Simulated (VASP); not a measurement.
# CdInS2 (P-3m1) in VASP: a series of runs

Runs on CdInS2. Level: PBE. Tasks: single point.

All numbers are computed with VASP 6.6.1; they aren't measurements. Logs are shortened: lines on timing, memory, paths and dates and some standing lists are left out, and cuts for length are marked.

## Step 1: The cell of the first run

The structure is trigonal, space group P-3m1 (No. 164). The conventional cell has a = 3.695 Å, b = 3.695 Å, c = 7.476 Å, α = 90.00°, β = 90.00°, γ = 120.00°. Cd (site symmetry -3m) has 6 S at 3.05 Å and 6 Cd at 3.69 Å and 2 In at 3.74 Å within 4.0 Å. Within 3.5 Å of In (site symmetry -3m) lie 6 S at 2.64 Å. Within 3.5 Å of S (site symmetry 3m) lie 3 In at 2.64 Å and 3 Cd at 3.05 Å.

## Step 2: Single point, PBE

The input, INCAR:

```
ALGO = Normal ; EDIFF = 1E-6
ENCUT = 520 ; GGA = PE
ISIF = 2 ; ISMEAR = 0
LASPH = T ; LCHARG = T
LELF = T ; LREAL = F
LVHAR = T ; LWAVE = F
NBANDS = 26 ; NELM = 80
PREC = Accurate ; SIGMA = 0.15
```

The input, KPOINTS:

```
k-points
0
Gamma
  12 12 6
```

The input, POSCAR:

```
CdInS2
1.0
    3.6946776531      0.0000000000      0.0000000000
   -1.8473388265      3.1996847064      0.0000000000
    0.0000000000      0.0000000000      7.4761802310
Cd In S
1 1 2
Direct
    0.0000000000      0.0000000000      0.0000000000
    0.0000000000      0.0000000000      0.5000000000
    0.6666666667      0.3333333333      0.7089643644
    0.3333333333      0.6666666667      0.2910356356
```

Potentials or basis: VASP PAW PBE potentials, release 64 (Cd, In_d, S).

The run is started by

```bash
cat potpaw_PBE.64/Cd/POTCAR potpaw_PBE.64/In_d/POTCAR potpaw_PBE.64/S/POTCAR > POTCAR
mpirun -np 1 vasp_std > vasp.out
```

OUTCAR:

```text
EDIFF = 1E-6
   ENCUT = 520
   GGA = PE
   ISIF = 2
   ISMEAR = 0
   LASPH = T
   LREAL = F
   NELM = 80
   PREC = Accurate

 ion  position               nearest neighbor table
   1  0.000  0.000  0.000-   3 3.05   4 3.05   4 3.05   3 3.05   3 3.05   4 3.05   2 3.74   2 3.74

   2  0.000  0.000  0.500-   3 2.64   4 2.64   4 2.64   3 2.64   3 2.64   4 2.64   1 3.74   1 3.74

   3  0.667  0.333  0.709-   2 2.64   2 2.64   2 2.64   1 3.05   1 3.05   1 3.05
   4  0.333  0.667  0.291-   2 2.64   2 2.64   2 2.64   1 3.05   1 3.05   1 3.05

  LATTYP: Found a hexagonal cell.
 ALAT       =     3.6946776531
 C/A-ratio  =     2.0235000000

  Lattice vectors:

 A1 = (   3.6946776531,   0.0000000000,   0.0000000000)
 A2 = (  -1.8473388265,   3.1996847064,   0.0000000000)
 A3 = (   0.0000000000,   0.0000000000,   7.4761802310)

Analysis of symmetry for initial positions (statically):
=====================================================================
 Subroutine PRICEL returns:
 Original cell was already a primitive cell.

 Routine SETGRP: Setting up the symmetry group for a
 hexagonal supercell.

 Subroutine GETGRP returns: Found 12 space group operations
 (whereof 12 operations were pure point group operations)
 out of a pool of 24 trial point group operations.

The static configuration has the point symmetry D_3d.

Analysis of symmetry for dynamics (positions and initial velocities):
=====================================================================
 Subroutine PRICEL returns:
 Original cell was already a primitive cell.

 Routine SETGRP: Setting up the symmetry group for a
 hexagonal supercell.

 Subroutine GETGRP returns: Found 12 space group operations
 (whereof 12 operations were pure point group operations)
 out of a pool of 24 trial point group operations.

The dynamic configuration has the point symmetry D_3d.

 Subroutine INISYM returns: Found 12 space group operations
 (whereof 12 operations are pure point group operations),
 and found     1 'primitive' translations

----------------------------------------------------------------------------------------

                                     Primitive cell

  volume of cell :      88.3819

  direct lattice vectors                    reciprocal lattice vectors
[... 88 lines left out ...]
   LASPH  =      T    aspherical Exc in radial PAW
   ENCUT  =  520.0 eV  38.22 Ry    6.18 a.u.   6.87  6.87 13.90*2*pi/ulx,y,z
   NELM   =     80;   NELMIN=  2; NELMDL= -5     # of ELM steps
   EDIFF  = 0.1E-05   stopping-criterion for ELM
   LREAL  =      F    real-space projection
   EDIFFG = 0.1E-04   stopping-criterion for IOM
   NSW    =      0    number of steps for IOM
   IBRION =     -1    ionic relax: 0-MD 1-quasi-New 2-CG
   NFREE  =      0    steps in history (QN), initial steepest desc. (CG)
   ISIF   =      2    stress and relaxation
   ISYM   =      2    0-nonsym 1-usesym 2-fastsym
   POTIM  = 0.5000    time-step for ionic-motion
   TEBEG  =    0.0;   TEEND  =   0.0 temperature during run
   PSTRESS=    0.0 pullay stress
   NELECT =      37.0000    total number of electrons
   NUPDOWN=      -1.0000    fix difference up-down
   EMIN   =  10.00;   EMAX   =-10.00  energy-range for DOS
   EFERMI =   0.00;   METHOD = LEGACY
   ISMEAR =     0;   SIGMA  =   0.15  broadening in eV -4-tet -1-fermi 0-gaus
   EFERMI_NEDOS =   21; number of points for ismear=-14 and -15
   IALGO  =     38    algorithm
   IMIX   =      4    mixing-type and parameters
     AMIX     =   0.40;   BMIX     =  1.00
     AMIX_MAG =   1.60;   BMIX_MAG =  1.00
  volume/ion in A,a.u.               =      22.10       149.11
  Fermi-wavevector in a.u.,A,eV,Ry     =   1.224675  2.314300 20.406415  1.499829
  Thomas-Fermi vector in A             =   2.359741
   LORBIT       =      0    0 simple, 1 ext, 2 COOP (PROOUT), +10 PAW based schemes
   GGA     = PE    functional components
   LHFCALC =     F    Hartree Fock is set to
   AEXX    =    0.0000 exact exchange contribution
   IVDW    =     0    specifies the selected vdW correction
   LEPSILON=     F    determine dielectric tensor
   LRPA    =     F    only Hartree local field effects (RPA)
 non-spin polarized calculation
 Gauss-broadening in eV      SIGMA  =   0.15
  energy-cutoff  :      520.00
  volume of cell :       88.38
 maximum number of plane-waves:      2408
   NGX = 13   NGY = 13   NGZ = 27

 number of electron      36.9999988 magnetization

 Free energy of the ion-electron system (eV)
  ---------------------------------------------------
  ext. energy  EPLUGINS =         0.00000000
  ---------------------------------------------------
  free energy    TOTEN  =       -12.63432266 eV

  energy without entropy =      -12.61218872  energy(sigma->0) =      -12.62325569

 E-fermi :   5.1515     XC(G=0): -10.0632

 val. band max:        5.1469264853   @ k =  -0.1667   0.4167   0.1667
 cond. band min:       5.1653677641   @ k =   0.4167   0.0000   0.3333
 fundamental gap:      0.0184412788
 Fermi energy:         5.1515268565

 k-point     1 :       0.0000    0.0000    0.0000
  band No.  band energies     occupation
      1      -9.6876      2.00000
      2      -9.6876      2.00000
      3      -9.6255      2.00000
      4      -9.5388      2.00000
      5      -9.5388      2.00000
      6      -9.0629      2.00000
[... 685 lines left out ...]
     25      11.4948      0.00000
     26      12.2655      0.00000

 [... further k-points ...]

------------------------ aborting loop because EDIFF is reached ----------------------------------------

  FORCE on cell =-STRESS in cart. coord.  units (eV):
  Direction    XX          YY          ZZ          XY          YZ          ZX
  --------------------------------------------------------------------------------------
  -------------------------------------------------------------------------------------
  Total        2.3243893      2.3243893     -1.5957382      0.0000000      0.0000000      0.0000000
  in kB       42.1362556     42.1362556    -28.9273544      0.0000000      0.0000000      0.0000000
  external PRESSURE =      18.4483856 kB  Pullay stress =       0.0000000 kB

 VOLUME and BASIS-vectors are now :
 -----------------------------------------------------------------------------
  energy-cutoff  :      520.00
  volume of cell :       88.38
      direct lattice vectors                 reciprocal lattice vectors
     3.694677653  0.000000000  0.000000000     0.270659607  0.156265397  0.000000000
    -1.847338826  3.199684706  0.000000000     0.000000000  0.312530793  0.000000000
     0.000000000  0.000000000  7.476180231     0.000000000  0.000000000  0.133758145

 POSITION                                       TOTAL-FORCE (eV/Angst)
 -----------------------------------------------------------------------------------
      0.00000      0.00000      0.00000        -0.000000      0.000000      0.000000
      0.00000      0.00000      3.73809        -0.000000      0.000000      0.000000
      1.84734      1.06656      5.30035        -0.000000      0.000000      0.458090
     -0.00000      2.13312      2.17583         0.000000     -0.000000     -0.458090
 -----------------------------------------------------------------------------------
    total drift:                                0.000000     -0.000000      0.000000

  FREE ENERGIE OF THE ION-ELECTRON SYSTEM (eV)
  ---------------------------------------------------
  free  energy   TOTEN  =       -12.6343226624 eV

  energy  without entropy=      -12.6121887234  energy(sigma->0) =      -12.62325569
```

OSZICAR:

```text
N       E                     dE             d eps       ncg     rms          rms(c)
DAV:   1     0.317829319748E+03    0.31783E+03   -0.17638E+04  5216   0.154E+03
DAV:   2     0.173376041200E+02   -0.30049E+03   -0.28906E+03  5368   0.392E+02
DAV:   3    -0.126314007175E+02   -0.29969E+02   -0.29320E+02  6402   0.123E+02
DAV:   4    -0.136904643787E+02   -0.10591E+01   -0.10538E+01  6238   0.227E+01
DAV:   5    -0.137227049348E+02   -0.32241E-01   -0.32227E-01  7574   0.421E+00    0.101E+01
DAV:   6    -0.126622974197E+02    0.10604E+01   -0.22943E+00  8076   0.199E+01    0.667E+00
DAV:   7    -0.126404680338E+02    0.21829E-01   -0.68015E-01  6658   0.558E+00    0.252E+00
DAV:   8    -0.126345399342E+02    0.59281E-02   -0.60447E-02  7002   0.236E+00    0.646E-01
DAV:   9    -0.126342094527E+02    0.33048E-03   -0.64985E-03  6700   0.837E-01    0.214E-01
DAV:  10    -0.126342629658E+02   -0.53513E-04   -0.46739E-04  6228   0.152E-01    0.989E-02
DAV:  11    -0.126343215212E+02   -0.58555E-04   -0.11036E-04  5880   0.703E-02    0.877E-02
DAV:  12    -0.126343219824E+02   -0.46119E-06   -0.17598E-05  6332   0.428E-02    0.220E-02
DAV:  13    -0.126343226624E+02   -0.67996E-06   -0.18095E-06  4870   0.118E-02
   1 F= -.12634323E+02 E0= -.12623256E+02  d E =-.221339E-01
```

Run time: 4.8 min. Hardware: 1 thread of Intel Xeon 8259CL, shared host; peak memory 0.37 GiB.

What came out:

```
Free energy            : -12.6343 eV
Pressure               : 1.8 GPa
Largest force          : 0.458 eV/Å
Band gap on the k mesh : zero (an odd number of electrons rules out a gap without spin polarisation)
```

Forces on the atoms (eV/Å):
```
Cd   0.000  0.000  0.000
In   0.000  0.000  0.000
S    0.000  0.000  0.458
S    0.000  0.000 -0.458
```

Stress tensor (GPa, compression positive):
```
 4.21  0.00  0.00
 0.00  4.21  0.00
 0.00  0.00 -2.89
```

Caveat: spin-orbit coupling is left out, which moves the levels of the heavy elements.

## Step 3: Single point, PBE

This run uses another cell than the first one, of the same volume but with other edges.

The input, INCAR:

```
  PREC = Accurate
  ENCUT = 520
  EDIFF = 1E-6
  ISMEAR = 0
  SIGMA = 0.15
  LREAL = False
  LASPH = True
  NELM = 60
  ALGO = Normal
  ISIF = 2
  LWAVE = False
  LCHARG = False
  GGA = PE
  NBANDS = 26
```

The input, KPOINTS:

```
regular mesh
0
Gamma
  12 12 6
```

The input, POSCAR:

```
CdInS2
1.0
    3.7498442659      0.0000000000      0.0000000000
   -1.8749221329      3.2474603945      0.0000000000
    0.0000000000      0.0000000000      7.2578235766
Cd In S
1 1 2
Direct
    0.0000000000      0.0000000000      0.0000000000
    0.0000000000      0.0000000000      0.5000000000
    0.6666666667      0.3333333333      0.7211797945
    0.3333333333      0.6666666667      0.2788202055
```

Potentials or basis: VASP PAW PBE potentials, release 64 (Cd, In_d, S).

The run is started by

```bash
cat potpaw_PBE.64/Cd/POTCAR potpaw_PBE.64/In_d/POTCAR potpaw_PBE.64/S/POTCAR > POTCAR
mpirun -np 1 vasp_std > vasp.out
```

It took 3.6 min on 1 thread of Intel Xeon 8259CL, shared host; peak memory 0.36 GiB.

It converged, with:

* Free energy: -12.8226 eV
* Pressure: 0.5 GPa
* Largest force: 0.451 eV/Å
* Band gap on the k mesh: zero (an odd number of electrons rules out a gap without spin polarisation)

Forces on the atoms (eV/Å):
```
Cd   0.000  0.000  0.000
In   0.000  0.000  0.000
S    0.000  0.000  0.451
S    0.000  0.000 -0.451
```

Stress tensor (GPa, compression positive):
```
 2.40  0.00  0.00
 0.00  2.40  0.00
 0.00  0.00 -3.41
```

Levels at points of the mesh, in eV from the Fermi level:
| k point | band 15 | band 16 | band 17 | band 18 | band 19 | band 20 | band 21 | band 22 |
| --- | --- | --- | --- | --- | --- | --- | --- | --- |
| (0.00, 0.00, 0.00) | -2.07 | -1.95 | -1.95 | -1.54 | -1.54 | 2.34 | 3.54 | 5.11 |
| (0.50, 0.00, 0.00) | -4.45 | -3.40 | -3.25 | -1.80 | -0.13 | 1.71 | 1.72 | 3.56 |
| (0.00, 0.00, 0.50) | -1.81 | -1.81 | -1.68 | -1.68 | 0.78 | 0.85 | 3.45 | 5.13 |
| (0.50, 0.00, 0.50) | -3.37 | -3.10 | -2.98 | -2.20 | -0.47 | -0.36 | 3.46 | 3.88 |

Caveat: spin-orbit coupling is left out, which moves the levels of the heavy elements.

## Step 4: Single point, PBE

This run uses another cell than the first one, of the same volume but with other edges.

The input, INCAR:

```
PREC = Accurate
ENCUT = 520
EDIFF = 1E-6
ISMEAR = 0
SIGMA = 0.15
LREAL = F
LASPH = T
NELM = 60
ALGO = Normal
ISIF = 2
LWAVE = F
LCHARG = T
GGA = PE
LELF = T
LVHAR = T
NBANDS = 26
```

KPOINTS is that of step 3.

The input, POSCAR:

```
CdInS2
1.0
    3.9376172829      0.0000000000      0.0000000000
   -1.9688086414      3.4100765974      0.0000000000
    0.0000000000      0.0000000000      6.5821210500
Cd In S
1 1 2
Direct
    0.0000000000      0.0000000000      0.0000000000
    0.0000000000      0.0000000000      0.5000000000
    0.6666666667      0.3333333333      0.7334099066
    0.3333333333      0.6666666667      0.2665900934
```

The run is started by

```bash
cat potpaw_PBE.64/Cd/POTCAR potpaw_PBE.64/In_d/POTCAR potpaw_PBE.64/S/POTCAR > POTCAR
mpirun -np 1 vasp_std > vasp.out
```

Wall time 4.6 min (1 thread of Intel Xeon 8259CL, shared host); peak memory 0.37 GiB.

It converged, with:

* Free energy: -12.9347 eV
* Pressure: 0.9 GPa
* Largest force: 0.635 eV/Å
* Band gap on the k mesh: zero (an odd number of electrons rules out a gap without spin polarisation)

Forces on the atoms (eV/Å):
```
Cd   0.000  0.000  0.000
In   0.000  0.000  0.000
S    0.000  0.000  0.635
S    0.000  0.000 -0.635
```

Stress tensor (GPa, compression positive):
```
-0.76  0.00  0.00
 0.00 -0.76  0.00
 0.00  0.00  4.34
```

Levels at points of the mesh, in eV from the Fermi level:
| k point | band 17 | band 18 | band 19 | band 20 | band 21 | band 22 |
| --- | --- | --- | --- | --- | --- | --- |
| (0.00, 0.00, 0.00) | -2.09 | -2.08 | -2.08 | 1.18 | 3.94 | 4.20 |
| (0.50, 0.00, 0.00) | -3.49 | -2.08 | -0.11 | 1.40 | 1.64 | 3.71 |
| (0.00, 0.00, 0.50) | -2.30 | -2.30 | 0.18 | 0.73 | 3.87 | 4.24 |
| (0.50, 0.00, 0.50) | -3.16 | -2.82 | -0.48 | 0.02 | 3.60 | 3.72 |

Caveat: spin-orbit coupling is left out, which moves the levels of the heavy elements.

## Step 5: Single point, PBE

This run uses another cell than the first one, of the same volume but with other edges.

The input, INCAR:

```
SYSTEM = CdInS2
PREC = Accurate
ENCUT = 520
EDIFF = 1E-6
ISMEAR = 0
SIGMA = 0.15
LREAL = .False.
LASPH = .True.
NELM = 80
ALGO = Normal
ISIF = 2
LWAVE = .False.
LCHARG = .True.
GGA = PE
LELF = .True.
LVHAR = .True.
NBANDS = 26
```

The input, KPOINTS:

```
Automatic mesh
0
Gamma
  12 12 6
  0 0 0
```

The input, POSCAR:

```
CdInS2
1.0
    3.6426205061      0.0000000000      0.0000000000
   -1.8213102530      3.1546018947      0.0000000000
    0.0000000000      0.0000000000      7.6913931987
Cd In S
1 1 2
Direct
    0.0000000000      0.0000000000      0.0000000000
    0.0000000000      0.0000000000      0.5000000000
    0.6666666667      0.3333333333      0.7945164209
    0.3333333333      0.6666666667      0.2054835791
```

The run is started by

```bash
cat potpaw_PBE.64/Cd/POTCAR potpaw_PBE.64/In_d/POTCAR potpaw_PBE.64/S/POTCAR > POTCAR
mpirun -np 1 vasp_std > vasp.out
```

It took 4.4 min on 1 thread of Intel Xeon 8259CL, shared host; peak memory 0.37 GiB.

It converged, with:

- Free energy: -12.2110 eV
- Pressure: 2.8 GPa
- Largest force: 0.981 eV/Å
- Band gap on the k mesh: zero (an odd number of electrons rules out a gap without spin polarisation)

Forces on the atoms (eV/Å):
```
Cd   0.000  0.000  0.000
In   0.000  0.000  0.000
S    0.000  0.000 -0.981
S    0.000  0.000  0.981
```

Stress tensor (GPa, compression positive):
```
 7.07  0.00  0.00
 0.00  7.07  0.00
 0.00  0.00 -5.73
```

Levels at points of the mesh, in eV from the Fermi level:
```
           k point  band 16  band 17  band 18  band 19  band 20  band 21
(0.00, 0.00, 0.00)    -0.43    -0.43     0.13     0.13     4.12     5.08
(0.50, 0.00, 0.00)    -3.02    -1.71    -0.26     0.20     1.41     3.49
(0.00, 0.00, 0.50)    -0.38     0.08     0.08     0.43     2.56     5.12
(0.50, 0.00, 0.50)    -1.96    -1.56    -1.37    -0.52     0.57     4.29
```

Caveat: spin-orbit coupling is left out, which moves the levels of the heavy elements.

## Step 6: Summary

| cell | gap on the mesh (eV) | pressure (GPa) | largest force (eV/Å) |
| --- | --- | --- | --- |
| a = 3.695, b = 3.695, c = 7.476 Å, angles 90.0, 90.0, 120.0°, 4 atoms, atomic positions A | none | 1.8 | 0.46 |
| a = 3.750, b = 3.750, c = 7.258 Å, angles 90.0, 90.0, 120.0°, 4 atoms, atomic positions B | none | 0.5 | 0.45 |
| a = 3.938, b = 3.938, c = 6.582 Å, angles 90.0, 90.0, 120.0°, 4 atoms, atomic positions C | none | 0.9 | 0.63 |
| a = 3.643, b = 3.643, c = 7.691 Å, angles 90.0, 90.0, 120.0°, 4 atoms, atomic positions D | none | 2.8 | 0.98 |

Alike in all rows: task single point; level PBE; potentials or basis VASP PAW PBE potentials, release 64 (Cd, In_d, S); no spin polarisation; k mesh 12 × 12 × 6; cutoff (eV) 520; smearing gaussian 0.15 eV.

Caveats: spin-orbit coupling is left out, which moves the levels of the heavy elements.

Total energies depend on the potentials used, so only differences within one code and one set of settings carry meaning.
